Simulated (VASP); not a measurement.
# InAs (F-43m) in VASP: a series of runs

InAs is run at these levels: LDA, PBEsol, PBE; tasks: vibrations by perturbation theory, elastic constants.

All numbers are computed with VASP 6.6.1; they aren't measurements. Logs are shortened: lines on timing, memory, paths and dates and some standing lists are left out, and cuts for length are marked.

## Step 1: The cell of the first run

Symmetry: F-43m, No. 216, cubic system. The conventional cell has a = 6.036 Å, b = 6.036 Å, c = 6.036 Å, α = 90.00°, β = 90.00°, γ = 90.00°. Within 3.4 Å of In (site symmetry -43m) lie 4 As at 2.61 Å. Within 3.4 Å of As (site symmetry -43m) lie 4 In at 2.61 Å.

## Step 2: Vibrations by perturbation theory, LDA

INCAR

```
  PREC = Accurate
  ENCUT = 520
  EDIFF = 1E-8
  ISMEAR = -1
  SIGMA = 0.05
  LREAL = False
  LASPH = True
  NELM = 60
  ALGO = Normal
  ISIF = 2
  LWAVE = False
  LCHARG = True
  IBRION = 8
  NSW = 1
```

KPOINTS

```
regular mesh
0
Gamma
  6 6 6
```

POSCAR

```
InAs
1.0
    0.0000000000      3.0180000000      3.0180000000
    3.0180000000      0.0000000000      3.0180000000
    3.0180000000      3.0180000000      0.0000000000
In As
1 1
Direct
    0.0000000000      0.0000000000      0.0000000000
    0.7500000000      0.7500000000      0.7500000000
```

Potentials or basis: VASP PAW LDA potentials, release 64 (In_d, As).

The run is started by

```console
cat potpaw_LDA.64/In_d/POTCAR potpaw_LDA.64/As/POTCAR > POTCAR
mpirun -np 1 vasp_std > vasp.out
```

OUTCAR:

```text
PREC = Accurate
   ENCUT = 520
   EDIFF = 1E-8
   ISMEAR = -1
   LREAL = False
   LASPH = True
   NELM = 60
   ISIF = 2
   IBRION = 8
   NSW = 1

 ion  position               nearest neighbor table
   1  0.000  0.000  0.000-   2 2.61   2 2.61   2 2.61   2 2.61
   2  0.750  0.750  0.750-   1 2.61   1 2.61   1 2.61   1 2.61

  LATTYP: Found a face centered cubic cell.
 ALAT       =     6.0360000000

  Lattice vectors:

 A1 = (   0.0000000000,   3.0180000000,   3.0180000000)
 A2 = (   3.0180000000,   0.0000000000,   3.0180000000)
 A3 = (   3.0180000000,   3.0180000000,   0.0000000000)

Analysis of symmetry for initial positions (statically):
=====================================================================
 Subroutine PRICEL returns:
 Original cell was already a primitive cell.

 Routine SETGRP: Setting up the symmetry group for a
 face centered cubic supercell.

 Subroutine GETGRP returns: Found 24 space group operations
 (whereof 24 operations were pure point group operations)
 out of a pool of 48 trial point group operations.

The static configuration has the point symmetry T_d .

Analysis of symmetry for dynamics (positions and initial velocities):
=====================================================================
 Subroutine PRICEL returns:
 Original cell was already a primitive cell.

 Routine SETGRP: Setting up the symmetry group for a
 face centered cubic supercell.

 Subroutine GETGRP returns: Found 24 space group operations
 (whereof 24 operations were pure point group operations)
 out of a pool of 48 trial point group operations.

The dynamic configuration has the point symmetry T_d .

 Subroutine INISYM returns: Found 24 space group operations
 (whereof 24 operations are pure point group operations),
 and found     1 'primitive' translations

----------------------------------------------------------------------------------------

                                     Primitive cell

  volume of cell :      54.9778

  direct lattice vectors                    reciprocal lattice vectors
     0.000000000  3.018000000  3.018000000    -0.165672631  0.165672631  0.165672631
     3.018000000  0.000000000  3.018000000     0.165672631 -0.165672631  0.165672631
     3.018000000  3.018000000  0.000000000     0.165672631  0.165672631 -0.165672631

  length of vectors
     4.268096531  4.268096531  4.268096531     0.286953414  0.286953414  0.286953414

  position of ions in fractional coordinates (direct lattice)
     0.000000000  0.000000000  0.000000000
     0.750000000  0.750000000  0.750000000

  ion indices of the primitive-cell ions
   primitive index   ion index
                 1           1
                 2           2

----------------------------------------------------------------------------------------

 KPOINTS: regular mesh

Automatic generation of k-mesh.
 Grid dimensions read from file:
 generate k-points for:    6    6    6

 Generating k-lattice:

  Cartesian coordinates                     Fractional coordinates (reciprocal lattice)
    -0.027612105  0.027612105  0.027612105     0.166666667  0.000000000  0.000000000
     0.027612105 -0.027612105  0.027612105     0.000000000  0.166666667  0.000000000
     0.027612105  0.027612105 -0.027612105     0.000000000  0.000000000  0.166666667

  Length of vectors
     0.047825569  0.047825569  0.047825569

  Shift w.r.t. Gamma in fractional coordinates (k-lattice)
     0.000000000  0.000000000  0.000000000

 Subroutine IBZKPT returns following result:
 ===========================================

 Found     16 irreducible k-points:

[... 67 lines left out ...]
 non-spin polarized calculation
  energy-cutoff  :      520.00
  volume of cell :       54.98
 maximum number of plane-waves:      1492
   NGX = 15   NGY = 15   NGZ = 15

--------------------------------------- Ionic step        1  -------------------------------------------

 number of electron      17.9999991 magnetization

 Free energy of the ion-electron system (eV)
  ---------------------------------------------------
  ext. energy  EPLUGINS =         0.00000000
  ---------------------------------------------------
  free energy    TOTEN  =        -9.00989942 eV

  energy without entropy =       -9.00896861  energy(sigma->0) =       -9.00943402

 E-fermi :   4.4372     XC(G=0):  -9.4337

 val. band max:        4.4015788113   @ k =   0.0000   0.0000   0.0000
 cond. band min:       5.2157533199   @ k =   0.5000   0.0000   0.0000
 fundamental gap:      0.8141745087
 Fermi energy:         4.4372368873

 k-point     1 :       0.0000    0.0000    0.0000
  band No.  band energies     occupation
      1      -9.9751      2.00000
      2      -9.9751      2.00000
      3      -9.9751      2.00000
      4      -9.8446      2.00000
      5      -9.8446      2.00000
      6      -7.5486      2.00000
      7       4.0312      1.99941
      8       4.4016      1.34220
      9       4.4016      1.34220
     10       4.4016      1.34220
     11       8.2204      0.00000
     12       8.2204      0.00000
     13       8.2204      0.00000
[... 228 lines left out ...]
      2      -9.9151      2.00000
      3      -9.8972      2.00000
      4      -9.8678      2.00000
      5      -9.8308      2.00000
      6      -5.4574      2.00000
      7      -1.4402      2.00000
      8       1.5365      2.00000
      9       1.5856      2.00000
     10       7.3743      0.00000
     11       7.7575      0.00000
     12      10.7382      0.00000
     13      11.2781      0.00000

------------------------ aborting loop because EDIFF is reached ----------------------------------------

  FORCE on cell =-STRESS in cart. coord.  units (eV):
  Direction    XX          YY          ZZ          XY          YZ          ZX
  --------------------------------------------------------------------------------------
  -------------------------------------------------------------------------------------
  Total       -0.0231889     -0.0231889     -0.0231889      0.0000000      0.0000000      0.0000000
  in kB       -0.6757778     -0.6757778     -0.6757778      0.0000000      0.0000000      0.0000000
  external PRESSURE =      -0.6757778 kB  Pullay stress =       0.0000000 kB

 VOLUME and BASIS-vectors are now :
 -----------------------------------------------------------------------------
  energy-cutoff  :      520.00
  volume of cell :       54.98
      direct lattice vectors                 reciprocal lattice vectors
     0.000000000  3.018000000  3.018000000    -0.165672631  0.165672631  0.165672631
     3.018000000  0.000000000  3.018000000     0.165672631 -0.165672631  0.165672631
     3.018000000  3.018000000  0.000000000     0.165672631  0.165672631 -0.165672631

 POSITION                                       TOTAL-FORCE (eV/Angst)
 -----------------------------------------------------------------------------------
      0.00000      0.00000      0.00000         0.000000     -0.000000      0.000000
      4.52700      4.52700      4.52700        -0.000000      0.000000     -0.000000
 -----------------------------------------------------------------------------------
    total drift:                                0.000000      0.000000      0.000000

  FREE ENERGIE OF THE ION-ELECTRON SYSTEM (eV)
  ---------------------------------------------------
  free  energy   TOTEN  =        -9.0098994216 eV

  energy  without entropy=       -9.0089686142  energy(sigma->0) =       -9.00943402

[... ionic steps 2 to 3 ...]

--------------------------------------- Ionic step        4  -------------------------------------------

------------------------ aborting loop because EDIFF is reached ----------------------------------------

[... ionic steps 5 to 6 ...]

--------------------------------------- Ionic step        7  -------------------------------------------

 Free energy of the ion-electron system (eV)
  ---------------------------------------------------
  ---------------------------------------------------
  free energy    TOTEN  =        -0.04621095 eV

  energy without entropy =       -0.04621095

------------------------ aborting loop because EDIFF is reached ----------------------------------------

 INTERNAL STRAIN TENSOR  FOR ION    2  DIRECTION 1   (eV/Angst):
 -----------------------------------------------------------------------------
    -0.00698  0.00000  0.00000
     0.00000  0.00511  7.77474
     0.00000  7.77474  0.00511

 INTERNAL STRAIN TENSOR FOR ION    2 for displacements in x,y,z  (eV/Angst):
          X           Y           Z          XY          YZ          ZX
  --------------------------------------------------------------------------------
  x     0.00000     0.00000     0.00000     0.00000     7.77474     0.00000
  y    -0.00000     0.00000    -0.00000     0.00000     0.00000     7.77474
  z     0.00000     0.00000     0.00000     7.77474     0.00000     0.00000

 SECOND DERIVATIVES (NOT SYMMETRIZED)
 ------------------------------------
               1X          1Y          1Z          2X          2Y          2Z
  1X    -7.381958    0.000000    0.000000    7.381958    0.000000    0.000000
  1Y     0.000000   -7.381958    0.000000    0.000000    7.381958    0.000000
  1Z     0.000000    0.000000   -7.381958    0.000000    0.000000    7.381958
  2X     7.419490    0.000000    0.000000   -7.419490    0.000000    0.000000
  2Y     0.000000    7.419490    0.000000    0.000000   -7.419490    0.000000
  2Z     0.000000    0.000000    7.419490    0.000000    0.000000   -7.419490

 Eigenvectors and eigenvalues of the dynamical matrix
 ----------------------------------------------------

   1 f  =    6.317892 THz    39.696486 2PiTHz  210.742192 cm-1    26.128690 meV
             X         Y         Z           dx          dy          dz
      0.000000  0.000000  0.000000     0.615770    0.116753   -0.029111
      4.527000  4.527000  4.527000    -0.764229   -0.144901    0.036129
[... 21 lines left out ...]
   6 f/i=    0.007827 THz     0.049177 2PiTHz    0.261071 cm-1     0.032369 meV
             X         Y         Z           dx          dy          dz
      0.000000  0.000000  0.000000    -0.023450    0.146329    0.764452
      4.527000  4.527000  4.527000    -0.018895    0.117903    0.615949

--------------------------------------------------------------------------------------------------------

 ELASTIC MODULI CONTR FROM IONIC RELAXATION (kBar)
 Direction    XX          YY          ZZ          XY          YZ          ZX
 --------------------------------------------------------------------------------
 XX          -0.0000     -0.0000     -0.0000      0.0000     -0.0000      0.0000
 YY          -0.0000     -0.0000      0.0000     -0.0000     -0.0000     -0.0000
 ZZ          -0.0000      0.0000     -0.0000     -0.0000     -0.0000      0.0000
 XY           0.0000     -0.0000     -0.0000   -234.8504      0.0000     -0.0000
 YZ          -0.0000     -0.0000     -0.0000      0.0000   -234.8504      0.0000
 ZX           0.0000     -0.0000      0.0000     -0.0000      0.0000   -234.8504
 --------------------------------------------------------------------------------
```

Run time: 2.7 min. Hardware: 1 thread of AMD EPYC 7R13, shared host; peak memory 0.21 GiB.

What came out:

| Property | Result |
| --- | --- |
| Highest phonon frequency at Γ, LO-TO splitting left out | 211 cm⁻¹ |

Phonon frequencies in cm⁻¹ (negative: imaginary):
| q point | frequencies |
| --- | --- |
| (0.000, 0.000, 0.000) | 0 0 0 211 211 211 |

Caveat: spin-orbit coupling is left out, which moves the levels of the heavy elements.

## Step 3: Vibrations by perturbation theory, PBEsol

INCAR

```
SYSTEM = InAs
PREC = Accurate ; ENCUT = 520
EDIFF = 1E-8 ; ISMEAR = -1
SIGMA = 0.05 ; LREAL = .FALSE.
LASPH = .TRUE. ; NELM = 60
ALGO = Normal ; ISIF = 2
LWAVE = .FALSE. ; LCHARG = .FALSE.
GGA = PS ; NBANDS = 16
IBRION = 8 ; NSW = 1
```

KPOINTS

```
regular mesh
0
G
  6 6 6
  0 0 0
```

POSCAR is that of step 2.

Potentials or basis: VASP PAW PBE potentials, release 64 (In_d, As).

The run is started by

```console
cat potpaw_PBE.64/In_d/POTCAR potpaw_PBE.64/As/POTCAR > POTCAR
mpirun -np 1 vasp_std > vasp.out
```

OUTCAR:

```text
SYSTEM = InAs
   PREC = Accurate
   ENCUT = 520
   EDIFF = 1E-8
   ISMEAR = -1
   LREAL = .FALSE.
   LASPH = .TRUE.
   NELM = 60
   ISIF = 2
   GGA = PS
   IBRION = 8
   NSW = 1

 ion  position               nearest neighbor table
   1  0.000  0.000  0.000-   2 2.61   2 2.61   2 2.61   2 2.61
   2  0.750  0.750  0.750-   1 2.61   1 2.61   1 2.61   1 2.61

  LATTYP: Found a face centered cubic cell.
 ALAT       =     6.0360000000

  Lattice vectors:

 A1 = (   0.0000000000,   3.0180000000,   3.0180000000)
 A2 = (   3.0180000000,   0.0000000000,   3.0180000000)
 A3 = (   3.0180000000,   3.0180000000,   0.0000000000)

Analysis of symmetry for initial positions (statically):
=====================================================================
 Subroutine PRICEL returns:
 Original cell was already a primitive cell.

 Routine SETGRP: Setting up the symmetry group for a
 face centered cubic supercell.

 Subroutine GETGRP returns: Found 24 space group operations
 (whereof 24 operations were pure point group operations)
 out of a pool of 48 trial point group operations.

The static configuration has the point symmetry T_d .

Analysis of symmetry for dynamics (positions and initial velocities):
=====================================================================
 Subroutine PRICEL returns:
 Original cell was already a primitive cell.

 Routine SETGRP: Setting up the symmetry group for a
 face centered cubic supercell.

 Subroutine GETGRP returns: Found 24 space group operations
[... 476 lines left out ...]
      4.52700      4.52700      4.52700        -0.000000      0.000000      0.000000
 -----------------------------------------------------------------------------------
    total drift:                                0.000000      0.000000      0.000000

  FREE ENERGIE OF THE ION-ELECTRON SYSTEM (eV)
  ---------------------------------------------------
  free  energy   TOTEN  =        -8.4635202440 eV

  energy  without entropy=       -8.4625817546  energy(sigma->0) =       -8.46305100

[... ionic steps 2 to 3 ...]

--------------------------------------- Ionic step        4  -------------------------------------------

------------------------ aborting loop because EDIFF is reached ----------------------------------------

[... ionic steps 5 to 6 ...]

--------------------------------------- Ionic step        7  -------------------------------------------

 Free energy of the ion-electron system (eV)
  ---------------------------------------------------
  ---------------------------------------------------
  free energy    TOTEN  =        -0.04535704 eV

  energy without entropy =       -0.04535704

------------------------ aborting loop because EDIFF is reached ----------------------------------------

 INTERNAL STRAIN TENSOR  FOR ION    2  DIRECTION 1   (eV/Angst):
 -----------------------------------------------------------------------------
    -0.01508  0.00000  0.00000
     0.00000  0.00915  8.42942
     0.00000  8.42942  0.00915

 INTERNAL STRAIN TENSOR FOR ION    2 for displacements in x,y,z  (eV/Angst):
          X           Y           Z          XY          YZ          ZX
  --------------------------------------------------------------------------------
  x     0.00000     0.00000     0.00000     0.00000     8.42942     0.00000
  y     0.00000     0.00000     0.00000     0.00000     0.00000     8.42942
  z     0.00000     0.00000     0.00000     8.42942     0.00000     0.00000

 SECOND DERIVATIVES (NOT SYMMETRIZED)
 ------------------------------------
               1X          1Y          1Z          2X          2Y          2Z
  1X    -7.558059    0.000000    0.000000    7.558059    0.000000    0.000000
  1Y     0.000000   -7.558059    0.000000    0.000000    7.558059    0.000000
  1Z     0.000000    0.000000   -7.558059    0.000000    0.000000    7.558059
  2X     7.590000    0.000000    0.000000   -7.590000    0.000000    0.000000
  2Y     0.000000    7.590000    0.000000    0.000000   -7.590000    0.000000
  2Z     0.000000    0.000000    7.590000    0.000000    0.000000   -7.590000

 Eigenvectors and eigenvalues of the dynamical matrix
 ----------------------------------------------------

   1 f  =    6.391150 THz    40.156778 2PiTHz  213.185810 cm-1    26.431660 meV
             X         Y         Z           dx          dy          dz
      0.000000  0.000000  0.000000     0.000000    0.627579    0.000000
      4.527000  4.527000  4.527000     0.000000   -0.778553    0.000000
[... 21 lines left out ...]
   6 f/i=    0.006585 THz     0.041373 2PiTHz    0.219641 cm-1     0.027232 meV
             X         Y         Z           dx          dy          dz
      0.000000  0.000000  0.000000     0.000000    0.000000    0.778553
      4.527000  4.527000  4.527000     0.000000    0.000000    0.627579

--------------------------------------------------------------------------------------------------------

 ELASTIC MODULI CONTR FROM IONIC RELAXATION (kBar)
 Direction    XX          YY          ZZ          XY          YZ          ZX
 --------------------------------------------------------------------------------
 XX          -0.0000     -0.0000     -0.0000     -0.0000     -0.0000     -0.0000
 YY          -0.0000     -0.0000     -0.0000     -0.0000     -0.0000     -0.0000
 ZZ          -0.0000     -0.0000     -0.0000     -0.0000     -0.0000     -0.0000
 XY          -0.0000     -0.0000     -0.0000   -269.9405     -0.0000     -0.0000
 YZ          -0.0000     -0.0000     -0.0000     -0.0000   -269.9405     -0.0000
 ZX          -0.0000     -0.0000     -0.0000     -0.0000     -0.0000   -269.9405
 --------------------------------------------------------------------------------
```

OSZICAR:

```text
N       E                     dE             d eps       ncg     rms          rms(c)
DAV:   1     0.113870677552E+03    0.11387E+03   -0.80798E+03   520   0.118E+03
DAV:   2    -0.109721200768E+01   -0.11497E+03   -0.10986E+03   568   0.306E+02
DAV:   3    -0.856588751787E+01   -0.74687E+01   -0.74381E+01   656   0.749E+01
[... 45 lines left out ...]
RMM:   6    -0.453571399228E-01    0.13768E-04   -0.36888E-06  2784   0.767E-03    0.145E-03
RMM:   7    -0.453559173545E-01    0.12226E-05   -0.97490E-08  3018   0.239E-03    0.983E-04
RMM:   8    -0.453563675847E-01   -0.45023E-06   -0.10989E-07  2735   0.101E-03    0.462E-04
RMM:   9    -0.453570337103E-01   -0.66613E-06    0.53366E-08  2932   0.371E-04    0.803E-05
RMM:  10    -0.453570440317E-01   -0.10321E-07   -0.76664E-08  3101   0.137E-04    0.533E-05
RMM:  11    -0.453570390404E-01    0.49913E-08   -0.54543E-08  2938   0.495E-05    0.882E-06
 Linear response finished
```

stdout:

```text
POSCAR found type information on POSCAR InAs
 POSCAR found :  2 types and       2 ions
 scaLAPACK will be used
 -----------------------------------------------------------------------------
|                                                                             |
|                                                                             |
|     You enforced a specific xc type in the INCAR file but a different       |
|     I HOPE YOU KNOW WHAT YOU ARE DOING!                                     |
|                                                                             |
 -----------------------------------------------------------------------------

 LDA part: xc-table for (Slater+PW92), standard interpolation
 POSCAR, INCAR and KPOINTS ok, starting setup
 FFT: planning ... GRIDC
 FFT: planning ... GRID_SOFT
 FFT: planning ... GRID
 WAVECAR not read
 entering main loop
 Linear response reoptimize wavefunctions to high precision
 Linear response DOF=           2
 Linear response progress:
 first order change of Fermi-energy  -0.82624E-04
 force on displaced ion       1 direction 1 :  -7.558  -0.000  -0.000
 Linear response progress:
 first order change of Fermi-energy   0.54474E-03
 force on displaced ion       2 direction 1 :  -7.590   0.000   0.000
 Linear response finished
```

It took 1.7 min on 1 thread of Intel Xeon 6975P-C, shared host; peak memory 0.27 GiB.

What came out:

```yaml
Highest_phonon_frequency_at_Γ_LO-TO_splitting_left_out: 213 cm⁻¹
```

Phonon frequencies in cm⁻¹ (negative: imaginary):
```
              q point        frequencies
(0.000, 0.000, 0.000)  0 0 0 213 213 213
```

Caveat: the cell wasn't relaxed at this level first, which shifts response properties; the PAW data sets were made with another functional, which shifts forces and pressure a little; spin-orbit coupling is left out, which moves the levels of the heavy elements.

[end of part 1 of 2]
